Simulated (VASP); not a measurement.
Wanted: the native input for a VASP 6.6.1 run.

```yaml
Task: single point
Functional: PBEsol
Potentials_or_basis: VASP PAW PBE potentials, release 64 (Si, C)
Cutoff: 520 eV
k_mesh: 10 × 10 × 10
Occupations: gaussian, width 0.02 eV
Spin: no spin polarisation
Dipole_correction: no
Further_INCAR_settings: ALGO = Normal; EDIFF = 1e-07; NBANDS = 11
```

The structure of SiC lies in POSCAR:

```
SiC
1.0
    0.0000000000      2.1783973793      2.1783973793
    2.1783973793      0.0000000000      2.1783973793
    2.1783973793      2.1783973793      0.0000000000
Si C
1 1
Direct
    0.2500000000      0.2500000000      0.2500000000
    0.0000000000      0.0000000000      0.0000000000
```

One way to write it, as run:

INCAR

```
SYSTEM = SiC
PREC = Accurate
ENCUT = 520
EDIFF = 1E-7
ISMEAR = 0
SIGMA = 0.02
LREAL = .FALSE.
LASPH = .TRUE.
NELM = 100
ALGO = Normal
ISIF = 2
LWAVE = .FALSE.
LCHARG = .TRUE.
GGA = PS
LELF = .TRUE.
LVHAR = .TRUE.
NBANDS = 11
```

KPOINTS

```
regular mesh
0
G
  10 10 10
  0 0 0
```

Potentials or basis: VASP PAW PBE potentials, release 64 (Si, C).

Command:

```bash
$ cat potpaw_PBE.64/Si/POTCAR potpaw_PBE.64/C/POTCAR > POTCAR
$ mpirun -np 1 vasp_std > vasp.out
```

It gave:

```yaml
Pressure: 0.4 GPa
Band_gap_on_the_k_mesh: 1.23 eV (least direct gap 4.44 eV)
```

Caveat: the PAW data sets were made with another functional, which shifts forces and pressure a little.

Run time: 7.7 s on 1 thread of Intel(R) Xeon(R) Platinum 8488C (Sapphire Rapids) (shared host), peak memory 0.13 GiB.
